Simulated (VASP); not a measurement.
# Ir (Pm-3m) in VASP: a series of runs, part 2 of 2

VASP 6.6.1. Earlier steps stand in the parts before.

### 5 Relaxation of cell and atoms, LDA, target pressure 30 GPa, at which the enthalpy is minimised

This run uses another cell than the first one, of 15.44 Å³/atom, 1.039 times its volume.

File INCAR:

```
SYSTEM = Ir
  PREC = Accurate
  ENCUT = 600
  EDIFF = 1E-6
  ISMEAR = 1
  SIGMA = 0.1
  LREAL = .FALSE.
  LASPH = .TRUE.
  NELM = 100
  ALGO = Normal
  ISIF = 3
  LWAVE = .FALSE.
  LCHARG = .FALSE.
  GGA = CA
  IBRION = 2
  NSW = 80
  EDIFFG = -0.01
  PSTRESS = 300.0
```

File KPOINTS:

```
regular mesh
0
G
  9 9 9
  0 0 0
```

File POSCAR:

```
Ir
1.0
    2.4900000000      0.0000000000      0.0000000000
    0.0000000000      2.4900000000      0.0000000000
    0.0000000000      0.0000000000      2.4900000000
Ir
1
Direct
    0.0000000000      0.0000000000      0.0000000000
```

Potentials or basis: VASP PAW LDA potentials, release 64 (Ir).

The run is started by

```bash
> cat potpaw_LDA.64/Ir/POTCAR > POTCAR
> mpirun -np 1 vasp_std > vasp.out
```

OUTCAR:

```text
SYSTEM = Ir
   PREC = Accurate
   ENCUT = 600
   EDIFF = 1E-6
   ISMEAR = 1
   LREAL = .FALSE.
   LASPH = .TRUE.
   NELM = 100
   ISIF = 3
   GGA = CA
   IBRION = 2
   NSW = 80
   EDIFFG = -0.01
   PSTRESS = 300.0

 ion  position               nearest neighbor table
   1  0.000  0.000  0.000-

  LATTYP: Found a simple cubic cell.
 ALAT       =     2.4900000000

  Lattice vectors:

 A1 = (   2.4900000000,   0.0000000000,   0.0000000000)
 A2 = (   0.0000000000,   2.4900000000,   0.0000000000)
 A3 = (   0.0000000000,   0.0000000000,   2.4900000000)

Analysis of symmetry for initial positions (statically):
=====================================================================
 Subroutine PRICEL returns:
 Original cell was already a primitive cell.

 Routine SETGRP: Setting up the symmetry group for a
 simple cubic supercell.

 Subroutine GETGRP returns: Found 48 space group operations
 (whereof 48 operations were pure point group operations)
 out of a pool of 48 trial point group operations.

The static configuration has the point symmetry O_h .

Analysis of symmetry for dynamics (positions and initial velocities):
=====================================================================
 Subroutine PRICEL returns:
 Original cell was already a primitive cell.

 Routine SETGRP: Setting up the symmetry group for a
 simple cubic supercell.

 Subroutine GETGRP returns: Found 48 space group operations
 (whereof 48 operations were pure point group operations)
 out of a pool of 48 trial point group operations.

The dynamic configuration has the point symmetry O_h .

 Subroutine INISYM returns: Found 48 space group operations
 (whereof 48 operations are pure point group operations),
 and found     1 'primitive' translations

----------------------------------------------------------------------------------------

                                     Primitive cell

  volume of cell :      15.4382

  direct lattice vectors                    reciprocal lattice vectors
     2.490000000  0.000000000  0.000000000     0.401606426  0.000000000  0.000000000
     0.000000000  2.490000000  0.000000000     0.000000000  0.401606426  0.000000000
     0.000000000  0.000000000  2.490000000     0.000000000  0.000000000  0.401606426

  length of vectors
     2.490000000  2.490000000  2.490000000     0.401606426  0.401606426  0.401606426

  position of ions in fractional coordinates (direct lattice)
     0.000000000  0.000000000  0.000000000

  ion indices of the primitive-cell ions
   primitive index   ion index
                 1           1

----------------------------------------------------------------------------------------

 KPOINTS: regular mesh

Automatic generation of k-mesh.
 Grid dimensions read from file:
 generate k-points for:    9    9    9

 Generating k-lattice:

  Cartesian coordinates                     Fractional coordinates (reciprocal lattice)
     0.044622936  0.000000000  0.000000000     0.111111111  0.000000000  0.000000000
     0.000000000  0.044622936  0.000000000     0.000000000  0.111111111  0.000000000
     0.000000000  0.000000000  0.044622936     0.000000000  0.000000000  0.111111111

  Length of vectors
     0.044622936  0.044622936  0.044622936

  Shift w.r.t. Gamma in fractional coordinates (k-lattice)
     0.000000000  0.000000000  0.000000000

 Subroutine IBZKPT returns following result:
 ===========================================

 Found     35 irreducible k-points:

 Following reciprocal coordinates:
            Coordinates               Weight
  0.000000  0.000000  0.000000      1.000000
  0.111111  0.000000  0.000000      6.000000
  0.222222  0.000000  0.000000      6.000000
  0.333333  0.000000  0.000000      6.000000
  0.444444  0.000000  0.000000      6.000000
  0.111111  0.111111  0.000000     12.000000
[... 16 lines left out ...]
  0.333333  0.333333  0.111111     24.000000
  0.444444  0.333333  0.111111     48.000000
 [... further k-points ...]
   k-points           NKPTS =     35   k-points in BZ     NKDIM =     35   number of bands    NBANDS=      8
   number of dos      NEDOS =    301   number of ions     NIONS =      1
   total plane-waves  NPLWV =   8000
   dimension x,y,z NGX =    20 NGY =   20 NGZ =   20
   dimension x,y,z NGXF=    40 NGYF=   40 NGZF=   40
   ions per type =               1
   NGX,Y,Z   is equivalent  to a cutoff of  13.35, 13.35, 13.35 a.u.
   NGXF,Y,Z  is equivalent  to a cutoff of  26.71, 26.71, 26.71 a.u.
 SYSTEM =  Ir
   PREC   = accura    normal or accurate (medium, high low for compatibility)
   ISTART =      0    job   : 0-new  1-cont  2-samecut
   ICHARG =      2    charge: 1-file 2-atom 10-const
   ISPIN  =      1    spin polarized calculation?
   LNONCOLLINEAR =      F non collinear calculations
   LSORBIT =      F    spin-orbit coupling
   LASPH  =      T    aspherical Exc in radial PAW
   ENCUT  =  600.0 eV  44.10 Ry    6.64 a.u.   4.97  4.97  4.97*2*pi/ulx,y,z
   NELM   =    100;   NELMIN=  2; NELMDL= -5     # of ELM steps
   EDIFF  = 0.1E-05   stopping-criterion for ELM
   LREAL  =      F    real-space projection
   EDIFFG = -.1E-01   stopping-criterion for IOM
   NSW    =     80    number of steps for IOM
   IBRION =      2    ionic relax: 0-MD 1-quasi-New 2-CG
   NFREE  =      1    steps in history (QN), initial steepest desc. (CG)
   ISIF   =      3    stress and relaxation
   ISYM   =      2    0-nonsym 1-usesym 2-fastsym
   POTIM  = 0.5000    time-step for ionic-motion
   TEBEG  =    0.0;   TEEND  =   0.0 temperature during run
   PSTRESS=  300.0 pullay stress
   NELECT =       9.0000    total number of electrons
   NUPDOWN=      -1.0000    fix difference up-down
   EMIN   =  10.00;   EMAX   =-10.00  energy-range for DOS
   EFERMI =   0.00;   METHOD = LEGACY
   ISMEAR =     1;   SIGMA  =   0.10  broadening in eV -4-tet -1-fermi 0-gaus
   EFERMI_NEDOS =   21; number of points for ismear=-14 and -15
   IALGO  =     38    algorithm
   IMIX   =      4    mixing-type and parameters
     AMIX     =   0.40;   BMIX     =  1.00
     AMIX_MAG =   1.60;   BMIX_MAG =  1.00
  volume/ion in A,a.u.               =      15.44       104.18
  Fermi-wavevector in a.u.,A,eV,Ry     =   1.367591  2.584373 25.447056  1.870306
  Thomas-Fermi vector in A             =   2.493630
   LORBIT       =      0    0 simple, 1 ext, 2 COOP (PROOUT), +10 PAW based schemes
   GGA     = CA    functional components
   LHFCALC =     F    Hartree Fock is set to
   AEXX    =    0.0000 exact exchange contribution
   IVDW    =     0    specifies the selected vdW correction
   LEPSILON=     F    determine dielectric tensor
   LRPA    =     F    only Hartree local field effects (RPA)
 conjugate gradient relaxation of ions
 non-spin polarized calculation
 Methfessel and Paxton  Order N= 1 SIGMA  =   0.10
  energy-cutoff  :      600.00
  volume of cell :       15.44
 maximum number of plane-waves:       526
 NGX is ok and might be reduce to    20
   NGX =  9   NGY =  9   NGZ =  9

--------------------------------------- Ionic step        1  -------------------------------------------

 number of electron       9.0000000 magnetization

 Free energy of the ion-electron system (eV)
  ---------------------------------------------------
  ext. energy  EPLUGINS =         0.00000000
  ---------------------------------------------------
  free energy    TOTEN  =        -9.12875558 eV

  energy without entropy =       -9.12703898  energy(sigma->0) =       -9.12818338

------------------------ aborting loop because EDIFF is reached ----------------------------------------

  FORCE on cell =-STRESS in cart. coord.  units (eV):
  Direction    XX          YY          ZZ          XY          YZ          ZX
  --------------------------------------------------------------------------------------
  -------------------------------------------------------------------------------------
  Total        1.6109200      1.6109200      1.6109200     -0.0000000     -0.0000000     -0.0000000
  in kB      167.1808479    167.1808479    167.1808479     -0.0000000     -0.0000000     -0.0000000
  external PRESSURE =    -132.8191521 kB  Pullay stress =     300.0000000 kB
[... 24 lines left out ...]
--------------------------------------- Ionic step        2  -------------------------------------------

 number of electron       8.9999999 magnetization

 E-fermi :  12.1267     XC(G=0): -14.5758

 val. band max:       12.1265157417   @ k =   0.2222   0.2222   0.0000
 cond. band min:      12.1375233207   @ k =   0.4444   0.1111   0.0000
 fundamental gap:      0.0110075790
 Fermi energy:        12.1267335775

 k-point     1 :       0.0000    0.0000    0.0000
  band No.  band energies     occupation
      1       0.2284      2.00000
      2       3.2288      2.00000
      3       3.2288      2.00000
      4      14.2535      0.00000
      5      14.2535      0.00000
      6      14.2535      0.00000
      7      29.6050      0.00000
      8      29.6050      0.00000
[... 363 lines left out ...]
--------------------------------------- Ionic step        5  -------------------------------------------

 number of electron       8.9999999 magnetization

 Free energy of the ion-electron system (eV)
  ---------------------------------------------------
  ext. energy  EPLUGINS =         0.00000000
  ---------------------------------------------------
  free energy    TOTEN  =        -9.05427354 eV

  energy without entropy =       -9.05317768  energy(sigma->0) =       -9.05390825

 E-fermi :   9.3363     XC(G=0): -13.6669

 val. band max:        9.3010277152   @ k =   0.4444   0.2222   0.1111
 cond. band min:       9.3504836493   @ k =   0.2222   0.1111   0.0000
 fundamental gap:      0.0494559341
 Fermi energy:         9.3362696243

 k-point     1 :       0.0000    0.0000    0.0000
  band No.  band energies     occupation
      1      -0.9956      2.00000
      2       2.1644      2.00000
      3       2.1644      2.00000
      4      10.9495     -0.00000
      5      10.9495     -0.00000
      6      10.9495     -0.00000
      7      25.7029      0.00000
      8      25.7029      0.00000
[... 285 lines left out ...]
  energy  without entropy=       -9.0531776804  energy(sigma->0) =       -9.05390825

  enthalpy is  TOTEN    =        -6.2598758791 eV   P V=        2.7943976587

 reached required accuracy - stopping structural energy minimisation
```

OSZICAR:

```text
N       E                     dE             d eps       ncg     rms          rms(c)
DAV:   1     0.470529249613E+02    0.47053E+02   -0.48241E+03   560   0.114E+03
DAV:   2    -0.866695549837E+01   -0.55720E+02   -0.54681E+02   560   0.207E+02
DAV:   3    -0.954270552434E+01   -0.87575E+00   -0.86946E+00   824   0.363E+01
DAV:   4    -0.955043442137E+01   -0.77289E-02   -0.77156E-02   688   0.258E+00
[... 34 lines left out ...]
       N       E                     dE             d eps       ncg     rms          rms(c)
DAV:   1    -0.905429620680E+01    0.18413E-02   -0.87291E-04   608   0.512E-01    0.534E-02
DAV:   2    -0.905427507974E+01    0.21127E-04   -0.58661E-05   656   0.107E-01    0.170E-02
DAV:   3    -0.905427342324E+01    0.16565E-05   -0.83332E-06   624   0.373E-02    0.462E-03
DAV:   4    -0.905427353785E+01   -0.11461E-06   -0.29398E-07   280   0.529E-03
   5 F= -.62598759E+01 E0= -.62595106E+01  d E =-.218582E-01
```

CONTCAR:

```text
Ir
   1.00000000000000
     2.4620253038287250   -0.0000000000000000   -0.0000000000000000
    -0.0000000000000000    2.4620253038287250   -0.0000000000000000
     0.0000000000000000   -0.0000000000000000    2.4620253038287250
  Ir
     1
Direct
     0.0000000000000000    0.0000000000000000    0.0000000000000000

  0.00000000E+00  0.00000000E+00  0.00000000E+00
```

Run time: 8.1 s. Hardware: 1 thread of Intel Xeon Platinum 8488C (Sapphire Rapids), shared host; peak memory 0.13 GiB.

Results:

```
Free energy                                            : -9.0543 eV
Relaxed volume                                         : 14.92 Å³/atom
Relaxed cell                                           : a = 2.462 Å, b = 2.462 Å, c = 2.462 Å, α = 90.00°, β = 90.00°, γ = 90.00°
Space group after relaxing (to 0.05 Å)                 : Pm-3m (No. 221)
Energy change on relaxing (the enthalpy is what falls) : +74.5 meV/atom
Ionic steps                                            : 5
Pressure after relaxing                                : 30.1 GPa
```

The path:
| step | energy change (eV) | largest force (eV/Å) | pressure (GPa) | volume (Å³) |
| --- | --- | --- | --- | --- |
| 1 | 0.0000 | 0.0000 | 16.72 | 15.44 |
| 2 | 1.0322 | 0.0000 | 122.89 | 12.75 |
| 3 | 0.0667 | 0.0000 | 28.88 | 14.97 |
| 4 | 0.0726 | 0.0000 | 29.78 | 14.93 |
| 5 | 0.0745 | 0.0000 | 30.08 | 14.92 |

Final structure:
```yaml
crystal:
  lattice:
    - [2.46203, 0.00000, 0.00000]
    - [0.00000, 2.46203, 0.00000]
    - [0.00000, 0.00000, 2.46203]
  atoms:
    - { symbol: Ir, position: [0.00000, 0.00000, 0.00000] }
```

Levels at points of the mesh, in eV from the Fermi level:
```tsv
k point	band 1	band 2	band 3	band 4	band 5	band 6	band 7	band 8
(0.00, 0.00, 0.00)	-10.33	-7.17	-7.17	1.61	1.61	1.61	16.37	16.37
```

Caveat: the cell is relaxed towards a set pressure, so the enthalpy falls and the energy may rise; spin-orbit coupling is left out, which moves the levels of the heavy elements.

### 6 Relaxation of cell and atoms, LDA, target pressure 45 GPa, at which the enthalpy is minimised

This run uses another cell than the first one, of 15.44 Å³/atom, 1.039 times its volume.

File INCAR:

```
PREC = Accurate
ENCUT = 600
EDIFF = 1E-7
ISMEAR = 1
SIGMA = 0.1
LREAL = F
LASPH = T
NELM = 60
ALGO = Normal
ISIF = 3
LWAVE = F
LCHARG = F
IBRION = 2
NSW = 80
EDIFFG = -0.01
PSTRESS = 450.0
```

File KPOINTS:

```
Automatic mesh
0
Gamma
  9 9 9
```

POSCAR is that of step 5.

Potentials or basis: VASP PAW LDA potentials, release 64 (Ir).

The run is started by

```bash
> cat potpaw_LDA.64/Ir/POTCAR > POTCAR
> mpirun -np 1 vasp_std > vasp.out
```

It took 9.2 s on 1 thread of Intel Xeon Platinum 8488C (Sapphire Rapids), shared host; peak memory 0.13 GiB.

It converged, with:

```
Free energy                                            : -8.9423 eV
Relaxed volume                                         : 14.44 Å³/atom
Relaxed cell                                           : a = 2.435 Å, b = 2.435 Å, c = 2.435 Å, α = 90.00°, β = 90.00°, γ = 90.00°
Space group after relaxing (to 0.05 Å)                 : Pm-3m (No. 221)
Energy change on relaxing (the enthalpy is what falls) : +186.4 meV/atom
Ionic steps                                            : 5
Pressure after relaxing                                : 45.0 GPa
```

Step by step:
```csv
step,energy change (eV),largest force (eV/Å),pressure (GPa),volume (Å³)
1,0.0000,0.0000,16.72,15.44
2,4.9601,0.0000,400.73,10.11
3,0.1433,0.0000,39.64,14.61
4,0.1710,0.0000,43.14,14.50
5,0.1864,0.0000,44.98,14.44
```

Final structure:
```
Ir
1.0
     2.43532    0.00000    0.00000
     0.00000    2.43532    0.00000
     0.00000    0.00000    2.43532
Ir
1
Direct
  0.00000 0.00000 0.00000
```

Levels at points of the mesh, in eV from the Fermi level:
| k point | band 1 | band 2 | band 3 | band 4 | band 5 | band 6 | band 7 | band 8 |
| --- | --- | --- | --- | --- | --- | --- | --- | --- |
| (0.00, 0.00, 0.00) | -10.65 | -7.51 | -7.51 | 1.71 | 1.71 | 1.71 | 16.59 | 16.59 |

Caveat: the cell is relaxed towards a set pressure, so the enthalpy falls and the energy may rise; spin-orbit coupling is left out, which moves the levels of the heavy elements.

### 7 Summary

```tsv
task	cell	cutoff (eV)	gap on the mesh (eV)	pressure (GPa)
single point	a = 2.458 Å, 1 atom	520	none	31.9
relaxation of cell and atoms	relaxed from a = 2.490 Å, 1 atom	600	none	-0.1
relaxation of cell and atoms	relaxed to 15 GPa from a = 2.490 Å, 1 atom	600	none	15.0
relaxation of cell and atoms	relaxed to 30 GPa from a = 2.490 Å, 1 atom	600	none	30.1
relaxation of cell and atoms	relaxed to 45 GPa from a = 2.490 Å, 1 atom	600	none	45.0
```

Alike in all rows: level LDA; potentials or basis VASP PAW LDA potentials, release 64 (Ir); no spin polarisation; k mesh 9 × 9 × 9; smearing methfessel-paxton 0.1 eV.

Caveats: spin-orbit coupling is left out, which moves the levels of the heavy elements; the cell is relaxed towards a set pressure, so the enthalpy falls and the energy may rise (some runs).

Total energies depend on the potentials used, so only differences within one code and one set of settings carry meaning.
